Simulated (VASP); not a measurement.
# WC (P1) in VASP: single point with PBE

Aim: the single point of WC with PBE.

Everything below comes from runs of VASP 6.6.1. Logs are shortened: lines on timing, memory, paths and dates and some standing lists are left out, and cuts for length are marked.

## Step 1: The cell of the first run

The typed cell holds 16 atoms: a = 6.075 Å, b = 5.261 Å, c = 5.924 Å, α = 90.00°, β = 90.00°, γ = 90.00°.

## Step 2: Single point, PBE

Input file INCAR:

```
ALGO     = Normal         # electronic algorithm
EDIFF    = 1E-7           # SCF threshold, eV
ENCUT    = 520            # plane-wave cutoff, eV
GGA      = PE             # functional
ISIF     = 2              # what is computed and relaxed
ISMEAR   = -1             # smearing method
LASPH    = True           # aspherical terms in the spheres
LCHARG   = True           # write CHGCAR
LELF     = True           # ELF
LREAL    = Auto         
LVHAR    = True         
LWAVE    = False          # write WAVECAR
NBANDS   = 86             # bands
NELM     = 60             # most SCF steps
PREC     = Accurate       # precision mode
SIGMA    = 0.24           # smearing width, eV
```

Input file KPOINTS:

```
k-points
0
Gamma
  2 3 2
```

Input file POSCAR:

```
WC
1.0
   -3.0376710000     -5.2614010000      0.0000000000
    4.5565070000     -2.6307000000      0.0000000000
    0.0000000000      0.0000000000      5.9242650000
W C
8 8
Direct
    0.7366053773      0.5088469727     -0.0028189151
    0.7471567062      0.5077389893      0.4985934964
    0.4972511241      0.0206266158     -0.0012828596
    0.5013013014      0.0127923485      0.4864063306
    0.2407735984      0.5092916520     -0.0082710682
    0.2394076317      0.5013800308      0.4921791986
   -0.0158588794      0.0088721343     -0.0120352483
   -0.0058009594      0.0112978195      0.4833173398
    0.5042603454      0.6548386796      0.2489253941
    0.4803996922      0.6659917813      0.7331542394
    0.2457499952      0.1712512751      0.2407893637
    0.2511797823      0.1577308101      0.7257777969
   -0.0042197849      0.6824046757      0.2407049651
   -0.0128769711      0.6614022536      0.7507429192
    0.7480888552      0.1897611089      0.2520312646
    0.7412631152      0.1809090754      0.7345721368
```

Potentials or basis: VASP PAW PBE potentials, release 64 (W_sv, C).

Command:

```sh
$ cat potpaw_PBE.64/W_sv/POTCAR potpaw_PBE.64/C/POTCAR > POTCAR
$ mpirun -np 1 vasp_std > vasp.out
```

OUTCAR:

```text
EDIFF = 1E-7
   ENCUT = 520
   GGA = PE
   ISIF = 2
   ISMEAR = -1
   LASPH = True
   LREAL = Auto
   NELM = 60
   PREC = Accurate

 ion  position               nearest neighbor table
   1  0.737  0.509  0.997-   9 2.19  14 2.26  15 2.26  13 2.32  16 2.32  10 2.36   3 2.95   2 2.95
                             2 2.97   5 3.01   7 3.03   7 3.03   3 3.06   5 3.06
   2  0.747  0.508  0.499-  16 2.22  15 2.22   9 2.23  14 2.24  10 2.29  13 2.34   1 2.95   1 2.97
                             6 2.99   4 3.00   8 3.01   8 3.05   4 3.05   6 3.09
   3  0.497  0.021  0.999-  11 2.24  16 2.31  15 2.32  12 2.32   9 2.43  10 2.44   4 2.89   1 2.95
                             7 2.96   5 3.01   4 3.04   1 3.06   5 3.11   7 3.12
   4  0.501  0.013  0.486-  12 2.21  15 2.25  16 2.25  11 2.29  10 2.34   9 2.35   3 2.89   8 2.99
                             2 3.00   6 3.02   3 3.04   2 3.05   8 3.08   6 3.13
   5  0.241  0.509  0.992-  14 2.25  10 2.27  13 2.28  11 2.31   9 2.34  12 2.43   6 2.96   6 2.97
                             3 3.01   1 3.01   7 3.06   7 3.06   1 3.06   3 3.11
   6  0.239  0.501  0.492-  10 2.22  12 2.28  11 2.29  13 2.31   9 2.31  14 2.32   5 2.96   5 2.97
                             8 2.98   2 2.99   4 3.02   8 3.07   2 3.09   4 3.13
   7  0.984  0.009  0.988-  13 2.28  16 2.29  14 2.31  15 2.33  11 2.35  12 2.38   8 2.94   3 2.96
                             8 2.99   1 3.03   1 3.03   5 3.06   5 3.06   3 3.12
   8  0.994  0.011  0.483-  15 2.23  13 2.25  12 2.26  11 2.26  16 2.32  14 2.43   7 2.94   6 2.98
                             7 2.99   4 2.99   2 3.01   2 3.05   6 3.07   4 3.08
   9  0.504  0.655  0.249-   1 2.19   2 2.23   6 2.31   5 2.34   4 2.35   3 2.43
  10  0.480  0.666  0.733-   6 2.22   5 2.27   2 2.29   4 2.34   1 2.36   3 2.44
  11  0.246  0.171  0.241-   3 2.24   8 2.26   4 2.29   6 2.29   5 2.31   7 2.35
  12  0.251  0.158  0.726-   4 2.21   8 2.26   6 2.28   3 2.32   7 2.38   5 2.43
  13  0.996  0.682  0.241-   8 2.25   7 2.28   5 2.28   6 2.31   1 2.32   2 2.34
  14  0.987  0.661  0.751-   2 2.24   5 2.25   1 2.26   7 2.31   6 2.32   8 2.43
  15  0.748  0.190  0.252-   2 2.22   8 2.23   4 2.25   1 2.26   3 2.32   7 2.33
  16  0.741  0.181  0.735-   2 2.22   4 2.25   7 2.29   3 2.31   8 2.32   1 2.32

  LATTYP: Found a simple orthorhombic cell.
 ALAT       =     5.2614008145
 B/A-ratio  =     1.1259862552
 C/A-ratio  =     1.1547005521

  Lattice vectors:

 A1 = (   4.5565070000,  -2.6307000000,   0.0000000000)
 A2 = (   0.0000000000,   0.0000000000,   5.9242650000)
 A3 = (  -3.0376710000,  -5.2614010000,   0.0000000000)

Analysis of symmetry for initial positions (statically):
=====================================================================
 Subroutine PRICEL returns:
 Original cell was already a primitive cell.

 Routine SETGRP: Setting up the symmetry group for a
 simple orthorhombic supercell.

 Subroutine GETGRP returns: Found  1 space group operations
 (whereof  1 operations were pure point group operations)
 out of a pool of  8 trial point group operations.

The static configuration has the point symmetry C_1 .

Analysis of symmetry for dynamics (positions and initial velocities):
=====================================================================
 Subroutine PRICEL returns:
 Original cell was already a primitive cell.

 Routine SETGRP: Setting up the symmetry group for a
 simple orthorhombic supercell.

 Subroutine GETGRP returns: Found  1 space group operations
 (whereof  1 operations were pure point group operations)
 out of a pool of  8 trial point group operations.

The dynamic configuration has the point symmetry C_1 .

 Subroutine INISYM returns: Found  1 space group operations
 (whereof  1 operations are pure point group operations),
 and found     1 'primitive' translations

----------------------------------------------------------------------------------------

                                     Primitive cell

  volume of cell :     189.3680

  direct lattice vectors                    reciprocal lattice vectors
    -3.037671000 -5.261401000  0.000000000    -0.082299875 -0.142547594  0.000000000
     4.556507000 -2.630700000  0.000000000     0.164599781 -0.095031719  0.000000000
     0.000000000  0.000000000  5.924265000     0.000000000  0.000000000  0.168797311

  length of vectors
     6.075342425  5.261400815  5.924265000     0.164599776  0.190063452  0.168797311

  position of ions in fractional coordinates (direct lattice)
     0.736605377  0.508846973  0.997181085
     0.747156706  0.507738989  0.498593496
     0.497251124  0.020626616  0.998717140
     0.501301301  0.012792348  0.486406331
     0.240773598  0.509291652  0.991728932
     0.239407632  0.501380031  0.492179199
[... 8 lines left out ...]
     0.748088855  0.189761109  0.252031265
     0.741263115  0.180909075  0.734572137

  ion indices of the primitive-cell ions
   primitive index   ion index
                 1           1
                 2           2
                 3           3
                 4           4
                 5           5
                 6           6
[... 8 lines left out ...]
                15          15
                16          16

----------------------------------------------------------------------------------------

 KPOINTS: k-points

Automatic generation of k-mesh.
 Grid dimensions read from file:
 generate k-points for:    2    3    2

 Generating k-lattice:

  Cartesian coordinates                     Fractional coordinates (reciprocal lattice)
    -0.041149938 -0.071273797  0.000000000     0.500000000  0.000000000  0.000000000
     0.054866594 -0.031677240  0.000000000     0.000000000  0.333333333  0.000000000
     0.000000000  0.000000000  0.084398655     0.000000000  0.000000000  0.500000000

  Length of vectors
     0.082299888  0.063354484  0.084398655

  Shift w.r.t. Gamma in fractional coordinates (k-lattice)
     0.000000000  0.000000000  0.000000000

 Subroutine IBZKPT returns following result:
 ===========================================

 Found      8 irreducible k-points:

 Following reciprocal coordinates:
            Coordinates               Weight
  0.000000  0.000000  0.000000      1.000000
  0.500000 -0.000000  0.000000      1.000000
  0.000000  0.333333  0.000000      2.000000
  0.500000  0.333333  0.000000      2.000000
  0.000000  0.000000  0.500000      1.000000
  0.500000 -0.000000  0.500000      1.000000
  0.000000  0.333333  0.500000      2.000000
  0.500000  0.333333  0.500000      2.000000
   k-points           NKPTS =      8   k-points in BZ     NKDIM =      8   number of bands    NBANDS=     86
   number of dos      NEDOS =    301   number of ions     NIONS =     16
   total plane-waves  NPLWV =  92160
   dimension x,y,z NGX =    48 NGY =   40 NGZ =   48
   dimension x,y,z NGXF=    96 NGYF=   80 NGZF=   96
   ions per type =               8   8
   NGX,Y,Z   is equivalent  to a cutoff of  13.13, 12.64, 13.47 a.u.
   NGXF,Y,Z  is equivalent  to a cutoff of  26.27, 25.28, 26.94 a.u.
 SYSTEM =  unknown system
   PREC   = accura    normal or accurate (medium, high low for compatibility)
   ISTART =      0    job   : 0-new  1-cont  2-samecut
   ICHARG =      2    charge: 1-file 2-atom 10-const
   ISPIN  =      1    spin polarized calculation?
   LNONCOLLINEAR =      F non collinear calculations
   LSORBIT =      F    spin-orbit coupling
   LASPH  =      T    aspherical Exc in radial PAW
   ENCUT  =  520.0 eV  38.22 Ry    6.18 a.u.  11.30  9.78 11.02*2*pi/ulx,y,z
   NELM   =     60;   NELMIN=  2; NELMDL= -5     # of ELM steps
   EDIFF  = 0.1E-06   stopping-criterion for ELM
   LREAL  =      T    real-space projection
   EDIFFG = 0.1E-05   stopping-criterion for IOM
   NSW    =      0    number of steps for IOM
   IBRION =     -1    ionic relax: 0-MD 1-quasi-New 2-CG
   NFREE  =      0    steps in history (QN), initial steepest desc. (CG)
   ISIF   =      2    stress and relaxation
   ISYM   =      2    0-nonsym 1-usesym 2-fastsym
   POTIM  = 0.5000    time-step for ionic-motion
   TEBEG  =    0.0;   TEEND  =   0.0 temperature during run
   PSTRESS=    0.0 pullay stress
   NELECT =     144.0000    total number of electrons
   NUPDOWN=      -1.0000    fix difference up-down
   EMIN   =  10.00;   EMAX   =-10.00  energy-range for DOS
   EFERMI =   0.00;   METHOD = LEGACY
   ISMEAR =    -1;   SIGMA  =   0.24  broadening in eV -4-tet -1-fermi 0-gaus
   EFERMI_NEDOS =   21; number of points for ismear=-14 and -15
   IALGO  =     38    algorithm
   IMIX   =      4    mixing-type and parameters
     AMIX     =   0.40;   BMIX     =  1.00
     AMIX_MAG =   1.60;   BMIX_MAG =  1.00
  volume/ion in A,a.u.               =      11.84        79.87
  Fermi-wavevector in a.u.,A,eV,Ry     =   1.494262  2.823746 30.379351  2.232819
  Thomas-Fermi vector in A             =   2.606557
   LORBIT       =      0    0 simple, 1 ext, 2 COOP (PROOUT), +10 PAW based schemes
   GGA     = PE    functional components
   LHFCALC =     F    Hartree Fock is set to
   AEXX    =    0.0000 exact exchange contribution
   IVDW    =     0    specifies the selected vdW correction
   LEPSILON=     F    determine dielectric tensor
   LRPA    =     F    only Hartree local field effects (RPA)
 non-spin polarized calculation
  energy-cutoff  :      520.00
  volume of cell :      189.37
 maximum number of plane-waves:      5116
 NGX is ok and might be reduce to    48
   NGX = 23   NGY = 19   NGZ = 23

 number of electron     144.0000003 magnetization

 Free energy of the ion-electron system (eV)
  ---------------------------------------------------
  ext. energy  EPLUGINS =         0.00000000
  ---------------------------------------------------
  free energy    TOTEN  =      -176.53896474 eV

  energy without entropy =     -175.75860351  energy(sigma->0) =     -176.14878413

 E-fermi :   9.5681     XC(G=0): -13.0745

 val. band max:        9.5189153402   @ k =   0.0000   0.0000   0.0000
 cond. band min:       9.6419525918   @ k =   0.0000   0.3333   0.0000
 fundamental gap:      0.1230372516
 Fermi energy:         9.5681269541

 k-point     1 :       0.0000    0.0000    0.0000
  band No.  band energies     occupation
      1     -65.0248      2.00000
      2     -65.0020      2.00000
      3     -64.9826      2.00000
      4     -64.9397      2.00000
      5     -64.9144      2.00000
      6     -64.8914      2.00000
[... 685 lines left out ...]
     83      12.4724      0.00001
     84      12.5560      0.00001
 [bands above 84 left out]

------------------------ aborting loop because EDIFF is reached ----------------------------------------

  FORCE on cell =-STRESS in cart. coord.  units (eV):
  Direction    XX          YY          ZZ          XY          YZ          ZX
  --------------------------------------------------------------------------------------
  -------------------------------------------------------------------------------------
  Total      -34.8750289    -35.0170603    -44.9795956     -0.0395339      0.0659107      0.1737176
  in kB     -295.0655673   -296.2672461   -380.5568148     -0.3344827      0.5576475      1.4697645
  external PRESSURE =    -323.9632094 kB  Pullay stress =       0.0000000 kB

 VOLUME and BASIS-vectors are now :
 -----------------------------------------------------------------------------
  energy-cutoff  :      520.00
  volume of cell :      189.37
      direct lattice vectors                 reciprocal lattice vectors
    -3.037671000 -5.261401000  0.000000000    -0.082299875 -0.142547594  0.000000000
     4.556507000 -2.630700000  0.000000000     0.164599781 -0.095031719  0.000000000
     0.000000000  0.000000000  5.924265000     0.000000000  0.000000000  0.168797311

 POSITION                                       TOTAL-FORCE (eV/Angst)
 -----------------------------------------------------------------------------------
      0.08100     -5.21420      5.90756        -0.257302     -0.460128     -0.529372
      0.04390     -5.26680      2.95380         0.425726      0.246967     -0.398453
     -1.41650     -2.67050      5.91666        -0.732235      1.113217     -1.057714
     -1.46450     -2.67120      2.88160        -0.411699      1.193552      0.754378
      1.58920     -2.60660      5.87527        -0.317191     -0.025839      0.027731
      1.55730     -2.57860      2.91580         0.083120     -0.587785     -0.127227
[... 8 lines left out ...]
     -1.40780     -4.43520      1.49310        -0.517160      0.487583     -0.851124
     -1.42740     -4.37600      4.35180        -0.385018      0.152503      0.578221
 -----------------------------------------------------------------------------------
    total drift:                                0.008470     -0.018993     -0.006897

  FREE ENERGIE OF THE ION-ELECTRON SYSTEM (eV)
  ---------------------------------------------------
  free  energy   TOTEN  =      -176.5389647413 eV

  energy  without entropy=     -175.7586035108  energy(sigma->0) =     -176.14878413
```

Wall time 7.1 min (1 thread of Intel Xeon 8259CL, shared host); peak memory 0.33 GiB.

Results:

```
Free energy            : -176.5390 eV
Pressure               : -32.4 GPa
Largest force          : 1.701 eV/Å
Band gap on the k mesh : zero (bands 72 and 73 overlap by 0.34 eV)
```

Forces in eV/Å, atoms in the order of the input:
```
W   -0.257 -0.460 -0.529
W    0.426  0.247 -0.398
W   -0.732  1.113 -1.058
W   -0.412  1.194  0.754
W   -0.317 -0.026  0.028
W    0.083 -0.588 -0.127
W   -0.745 -0.926  0.069
W   -0.509  0.024  0.980
C    1.626  0.095 -0.305
C   -0.005 -0.848  0.595
C    0.362 -0.130 -0.249
C    1.090  0.074  0.865
C   -0.240  0.202 -0.024
C    0.533 -0.611 -0.327
C   -0.517  0.488 -0.851
C   -0.385  0.153  0.578
```

Stress tensor (GPa, compression positive):
```
-29.51  -0.03   0.15
 -0.03 -29.63   0.06
  0.15   0.06 -38.06
```

Levels at points of the mesh, in eV from the Fermi level:
```csv
k point,band 70,band 71,band 72,band 73,band 74,band 75
"(0.00, 0.00, 0.00)",-0.62,-0.50,-0.17,-0.05,0.83,0.86
"(0.50, 0.00, 0.00)",-0.78,-0.05,0.29,0.38,0.46,0.52
"(0.00, 0.00, 0.50)",-1.06,0.10,0.16,0.24,0.44,0.56
"(0.50, 0.00, 0.50)",-1.02,-0.94,-0.84,0.30,0.35,0.44
```

Caveat: the k points lie up to 0.53 Å⁻¹ apart; the atoms stand as in a frame of molecular dynamics; spin-orbit coupling is left out, which moves the levels of the heavy elements; forces of over 1 eV/Å act on the atoms, so gaps and moduli don't describe the material at rest.
